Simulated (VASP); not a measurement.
# SnBi2O5 in VASP: notebook

The runs below take SnBi2O5 through single point, with PBE.

Everything below comes from runs of VASP 6.6.1. Logs are shortened: lines on timing, memory, paths and dates and some standing lists are left out, and cuts for length are marked.

### 1 The cell of the first run

The typed cell holds 16 atoms: a = 4.056 Å, b = 5.693 Å, c = 10.532 Å, α = 90.20°, β = 89.98°, γ = 89.99°.

### 2 Single point, PBE

INCAR reads:

```
SYSTEM = SnBi2O5
PREC = Accurate
ENCUT = 520
EDIFF = 1E-6
ISMEAR = 0
SIGMA = 0.1
LREAL = Auto
LASPH = .True.
NELM = 80
ALGO = Normal
ISIF = 2
LWAVE = .False.
LCHARG = .True.
GGA = PE
LELF = .True.
LVHAR = .True.
NBANDS = 88
```

KPOINTS reads:

```
Automatic mesh
0
Gamma
  4 4 2
  0 0 0
```

POSCAR reads:

```
SnBi2O5
1.0
   -4.0564820240     -0.0006830869     -0.0002928642
   -0.0005147164      0.0101404677     -5.6931286098
   -0.0019496376    -10.5322223630      0.0185746109
Sn Bi O
2 4 10
Direct
    0.5000181191      0.2957362191      0.5000116787
    0.0000242496      0.7042774359      0.0000331712
   -0.0005606622      0.7418991938      0.3243438458
    1.0002461844      0.7420361717      0.6757713324
    0.4997329638      0.2587489703      0.8242769187
    0.5004606579      0.2571181617      0.1756873072
    0.4999312723      0.5299931199      0.3358575982
    0.5006619532      0.0499598997      0.3557520849
    0.4999923095      0.5308311983      0.6645547825
    0.4996750371      0.0503927313      0.6436432342
    0.0000053041      0.3865107412      0.5000723521
    0.0000148145      0.4695363189      0.8354875631
    0.0004474065      0.9497784641      0.8564830377
   -0.0000199391      0.4696054229      0.1639884652
   -0.0006594147      0.9498625209      0.1443283137
    0.5000297439      0.6137134304     -0.0002916857
```

Potentials or basis: VASP PAW PBE potentials, release 64 (Sn_d, Bi_d, O).

Launch:

```console
$ cat potpaw_PBE.64/Sn_d/POTCAR potpaw_PBE.64/Bi_d/POTCAR potpaw_PBE.64/O/POTCAR > POTCAR
$ mpirun -np 1 vasp_std > vasp.out
```

OUTCAR:

```text
SYSTEM = SnBi2O5
   PREC = Accurate
   ENCUT = 520
   EDIFF = 1E-6
   ISMEAR = 0
   LREAL = Auto
   LASPH = .True.
   NELM = 80
   ISIF = 2
   GGA = PE

 ion  position               nearest neighbor table
   1  0.500  0.296  0.500-   8 2.06  10 2.06  11 2.09  11 2.09   9 2.19   7 2.19   6 3.42   5 3.42
                             4 3.74   4 3.74   3 3.74   3 3.75
   2  0.000  0.704  0.000-  15 2.06  13 2.06  16 2.09  16 2.09  12 2.18  14 2.19   3 3.42   4 3.42
                             5 3.73   5 3.73   6 3.75   6 3.75
   3  0.999  0.742  0.324-  15 2.24  14 2.29   7 2.36   7 2.36   8 2.70   8 2.70  11 2.75   2 3.42
                             4 3.70   1 3.74   1 3.75   6 3.76   6 3.76   6 3.90   6 3.90
   4  0.000  0.742  0.676-  13 2.24  12 2.29   9 2.36   9 2.36  10 2.70  10 2.71  11 2.74   2 3.42
                             3 3.70   1 3.74   1 3.74   5 3.76   5 3.76   5 3.90   5 3.90
   5  0.500  0.259  0.824-  10 2.24   9 2.29  12 2.36  12 2.36  13 2.70  13 2.71  16 2.73   1 3.42
                             6 3.70   2 3.73   2 3.73   4 3.76   4 3.76   4 3.90   4 3.90
   6  0.500  0.257  0.176-   8 2.24   7 2.29  14 2.36  14 2.37  15 2.69  15 2.70  16 2.75   1 3.42
                             5 3.70   2 3.75   2 3.75   3 3.76   3 3.76   3 3.90   3 3.90
   7  0.500  0.530  0.336-   1 2.19   6 2.29   3 2.36   3 2.36
   8  0.501  0.050  0.356-   1 2.06   6 2.24   3 2.70   3 2.70
   9  0.500  0.531  0.665-   1 2.19   5 2.29   4 2.36   4 2.36
  10  0.500  0.050  0.644-   1 2.06   5 2.24   4 2.70   4 2.71
  11  0.000  0.387  0.500-   1 2.09   1 2.09   4 2.74   3 2.75
  12  0.000  0.470  0.835-   2 2.18   4 2.29   5 2.36   5 2.36
  13  0.000  0.950  0.856-   2 2.06   4 2.24   5 2.70   5 2.71
  14  1.000  0.470  0.164-   2 2.19   3 2.29   6 2.36   6 2.37
  15  0.999  0.950  0.144-   2 2.06   3 2.24   6 2.69   6 2.70
  16  0.500  0.614  1.000-   2 2.09   2 2.09   5 2.73   6 2.75

  LATTYP: Found a triclinic cell.
 ALAT       =    11.2850745845
 B/A-ratio  =     0.3594554969
 C/A-ratio  =     0.5044838314
 COS(alpha) =     0.0001623065
 COS(beta)  =     0.0033666164
 COS(gamma) =     0.3591256932

  Lattice vectors:

 A1 = (   4.0545323864, -10.5315392761,   0.0188674751)
 A2 = (   4.0564820240,   0.0006830869,   0.0002928642)
 A3 = (   0.0005147164,  -0.0101404677,   5.6931286098)

Analysis of symmetry for initial positions (statically):
=====================================================================
 Subroutine PRICEL returns:
 Original cell was already a primitive cell.

 Routine SETGRP: Setting up the symmetry group for a
 triclinic supercell.

 Subroutine GETGRP returns: Found  1 space group operations
 (whereof  1 operations were pure point group operations)
 out of a pool of  2 trial point group operations.

The static configuration has the point symmetry C_1 .
[... 145 lines left out ...]
   TEBEG  =    0.0;   TEEND  =   0.0 temperature during run
   PSTRESS=    0.0 pullay stress
   NELECT =     148.0000    total number of electrons
   NUPDOWN=      -1.0000    fix difference up-down
   EMIN   =  10.00;   EMAX   =-10.00  energy-range for DOS
   EFERMI =   0.00;   METHOD = LEGACY
   ISMEAR =     0;   SIGMA  =   0.10  broadening in eV -4-tet -1-fermi 0-gaus
   EFERMI_NEDOS =   21; number of points for ismear=-14 and -15
   IALGO  =     38    algorithm
   IMIX   =      4    mixing-type and parameters
     AMIX     =   0.40;   BMIX     =  1.00
     AMIX_MAG =   1.60;   BMIX_MAG =  1.00
  volume/ion in A,a.u.               =      15.20       102.59
  Fermi-wavevector in a.u.,A,eV,Ry     =   1.387253  2.621528 26.184016  1.924471
  Thomas-Fermi vector in A             =   2.511492
   LORBIT       =      0    0 simple, 1 ext, 2 COOP (PROOUT), +10 PAW based schemes
   GGA     = PE    functional components
   LHFCALC =     F    Hartree Fock is set to
   AEXX    =    0.0000 exact exchange contribution
   IVDW    =     0    specifies the selected vdW correction
   LEPSILON=     F    determine dielectric tensor
   LRPA    =     F    only Hartree local field effects (RPA)
 non-spin polarized calculation
 Gauss-broadening in eV      SIGMA  =   0.10
  energy-cutoff  :      520.00
  volume of cell :      243.23
 maximum number of plane-waves:      6571
   NGX = 15   NGY = 21   NGZ = 39

 number of electron     148.0000001 magnetization

 Free energy of the ion-electron system (eV)
  ---------------------------------------------------
  ext. energy  EPLUGINS =         0.00000000
  ---------------------------------------------------
  free energy    TOTEN  =       -94.70997187 eV

  energy without entropy =      -94.70997187  energy(sigma->0) =      -94.70997187

 E-fermi :   5.9821     XC(G=0): -10.5266

 val. band max:        5.5184187160   @ k =   0.5000   0.5000   0.0000
 cond. band min:       7.7851727099   @ k =   0.0000   0.0000   0.0000
 fundamental gap:      2.2667539939
 Fermi energy:         5.9821150875

 k-point     1 :       0.0000    0.0000    0.0000
  band No.  band energies     occupation
      1     -16.5343      2.00000
      2     -16.5034      2.00000
      3     -16.4248      2.00000
      4     -16.4076      2.00000
      5     -16.3957      2.00000
      6     -16.3761      2.00000
[... 1769 lines left out ...]
     85      11.8287      0.00000
     86      11.8315      0.00000
 [bands above 86 left out]

------------------------ aborting loop because EDIFF is reached ----------------------------------------

  FORCE on cell =-STRESS in cart. coord.  units (eV):
  Direction    XX          YY          ZZ          XY          YZ          ZX
  --------------------------------------------------------------------------------------
  -------------------------------------------------------------------------------------
  Total        0.3328510      0.7364713      0.5347568     -0.0093793      0.1120604     -0.0058874
  in kB        2.1925081      4.8511782      3.5224732     -0.0617818      0.7381485     -0.0387808
  external PRESSURE =       3.5220531 kB  Pullay stress =       0.0000000 kB

 VOLUME and BASIS-vectors are now :
 -----------------------------------------------------------------------------
  energy-cutoff  :      520.00
  volume of cell :      243.23
      direct lattice vectors                 reciprocal lattice vectors
    -4.056482024 -0.000683087 -0.000292864    -0.246519036  0.000045673  0.000022369
    -0.000514716  0.010140468 -5.693128610     0.000012734 -0.000309780 -0.175650897
    -0.001949638-10.532222363  0.018574611     0.000016001 -0.094947024 -0.000169119

 POSITION                                       TOTAL-FORCE (eV/Angst)
 -----------------------------------------------------------------------------------
     -2.02944     -5.26358     -1.67452        -0.000320     -0.009246     -0.002967
     -0.00046      0.00679     -4.00954         0.001091      0.013819      0.005123
     -4.05522     -3.40922     -4.21800         0.000825     -0.031282     -0.042701
     -0.00270     -7.10985     -4.21196         0.002804      0.024814     -0.055174
     -2.02890     -8.67919     -1.45793        -0.000622     -0.043898      0.058723
     -2.03058     -1.84811     -1.46069        -0.002884      0.033766      0.026398
[... 8 lines left out ...]
     -4.05458     -1.51115     -5.40530        -0.002431     -0.027745     -0.049396
     -2.03063    -10.52327     -3.47553         0.001395     -0.003861      0.015033
 -----------------------------------------------------------------------------------
    total drift:                                0.001508     -0.005793     -0.005470

  FREE ENERGIE OF THE ION-ELECTRON SYSTEM (eV)
  ---------------------------------------------------
  free  energy   TOTEN  =       -94.7099718678 eV

  energy  without entropy=      -94.7099718677  energy(sigma->0) =      -94.70997187
```

OSZICAR:

```text
N       E                     dE             d eps       ncg     rms          rms(c)
DAV:   1     0.241508414450E+04    0.24151E+04   -0.69599E+04  3728   0.229E+03
DAV:   2     0.420604268744E+03   -0.19945E+04   -0.19235E+04  3712   0.726E+02
DAV:   3    -0.648910864428E+02   -0.48550E+03   -0.46602E+03  3968   0.293E+02
DAV:   4    -0.111677638367E+03   -0.46787E+02   -0.45889E+02  4096   0.952E+01
DAV:   5    -0.113714025733E+03   -0.20364E+01   -0.20241E+01  4424   0.195E+01    0.256E+01
DAV:   6    -0.941710756133E+02    0.19543E+02   -0.80933E+01  5688   0.723E+01    0.830E+00
DAV:   7    -0.948361457811E+02   -0.66507E+00   -0.12059E+01  3864   0.120E+01    0.568E+00
DAV:   8    -0.948354973948E+02    0.64839E-03   -0.24792E+00  5064   0.735E+00    0.233E+00
DAV:   9    -0.947011056660E+02    0.13439E+00   -0.56412E-01  5048   0.426E+00    0.323E-01
DAV:  10    -0.947077977271E+02   -0.66921E-02   -0.54769E-02  3800   0.848E-01    0.205E-01
DAV:  11    -0.947098911262E+02   -0.20934E-02   -0.49341E-03  5024   0.414E-01    0.888E-02
DAV:  12    -0.947099648859E+02   -0.73760E-04   -0.98040E-04  4824   0.192E-01    0.551E-02
DAV:  13    -0.947099426194E+02    0.22266E-04   -0.39128E-04  4896   0.102E-01    0.249E-02
DAV:  14    -0.947099699561E+02   -0.27337E-04   -0.67907E-05  4576   0.390E-02    0.115E-02
DAV:  15    -0.947099720577E+02   -0.21016E-05   -0.80731E-06  3768   0.122E-02    0.626E-03
DAV:  16    -0.947099718678E+02    0.18993E-06   -0.36965E-06  3080   0.925E-03
   1 F= -.94709972E+02 E0= -.94709972E+02  d E =-.147384E-11
```

stdout:

```text
POSCAR found type information on POSCAR SnBiO
 POSCAR found :  3 types and      16 ions
 scaLAPACK will be used
 LDA part: xc-table for (Slater+PW92), standard interpolation
 POSCAR, INCAR and KPOINTS ok, starting setup
 FFT: planning ... GRIDC
 FFT: planning ... GRID_SOFT
 FFT: planning ... GRID
 WAVECAR not read
 entering main loop
```

It took 4.9 min on 1 thread of Intel Xeon 6975P-C (Granite Rapids), shared host; peak memory 0.45 GiB.

What came out:

```
Free energy            : -94.7100 eV
Pressure               : 0.4 GPa
Largest force          : 0.073 eV/Å
Band gap on the k mesh : 2.27 eV (least direct gap 2.35 eV)
```

Forces in eV/Å, atoms in the order of the input:
```
Sn   0.000 -0.009 -0.003
Sn   0.001  0.014  0.005
Bi   0.001 -0.031 -0.043
Bi   0.003  0.025 -0.055
Bi  -0.001 -0.044  0.059
Bi  -0.003  0.034  0.026
O   -0.002 -0.003 -0.010
O    0.002  0.022  0.050
O   -0.001  0.010 -0.009
O   -0.001 -0.004  0.041
O    0.000  0.003 -0.010
O    0.000  0.004  0.014
O    0.001  0.014 -0.045
O    0.001 -0.002  0.014
O   -0.002 -0.028 -0.049
O    0.001 -0.004  0.015
```

Caveat: spin-orbit coupling is left out, which moves the levels of the heavy elements. A k mesh can miss the band edges.

[end of part 1 of 2]
